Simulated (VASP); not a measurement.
Write the native input for VASP 6.6.1 that does the following.

* Task: single point
* Functional: PBEsol
* Potentials or basis: VASP PAW PBE potentials, release 64 (Ca_sv)
* Cutoff: 520 eV
* k mesh: 10 × 10 × 10
* Occupations: gaussian, width 0.1 eV
* Spin: no spin polarisation
* Dipole correction: no
* Further INCAR settings: ALGO = Fast; EDIFF = 1e-06; NBANDS = 17

The structure of Ca lies in POSCAR:

```
Ca
1.0
    4.4140708989      0.0000000000      0.0000000000
    0.0000000000      4.4140708989      0.0000000000
    0.0000000000      0.0000000000      4.3922110813
Ca
2
Direct
    0.0000000000      0.0000000000      0.5000000000
    0.5000000000      0.5000000000      0.0000000000
```

This isn't the form of Ca at room conditions, which is fcc.

This cell differs from its parent crystal: equal strain along all axes, cell held: +2.0 %.

One way to write it, as run:

INCAR

```
PREC = Accurate ; ENCUT = 520
EDIFF = 1E-6 ; ISMEAR = 0
SIGMA = 0.1 ; LREAL = False
LASPH = True ; NELM = 80
ALGO = Fast ; ISIF = 2
LWAVE = False ; LCHARG = True
GGA = PS ; LELF = True
LVHAR = True ; NBANDS = 17
```

KPOINTS

```
Automatic mesh
0
Gamma
  10 10 10
```

Potentials or basis: VASP PAW PBE potentials, release 64 (Ca_sv).

Command:

```bash
$ cat potpaw_PBE.64/Ca_sv/POTCAR > POTCAR
$ mpirun -np 1 vasp_std > vasp.out
```

Results of the run:

```json
{
 "Pressure": "-0.9 GPa",
 "Band gap on the k mesh": "zero (bands 10 and 11 overlap by 0.38 eV)"
}
```

Caveat: the cell differs from its parent crystal (equal strain along all axes, cell held: +2.0 %); the PAW data sets were made with another functional, which shifts forces and pressure a little.

Run time: 2.8 min on 1 thread of Intel(R) Xeon(R) Platinum 8488C (Sapphire Rapids), with other jobs on the host, peak memory 0.3 GiB.
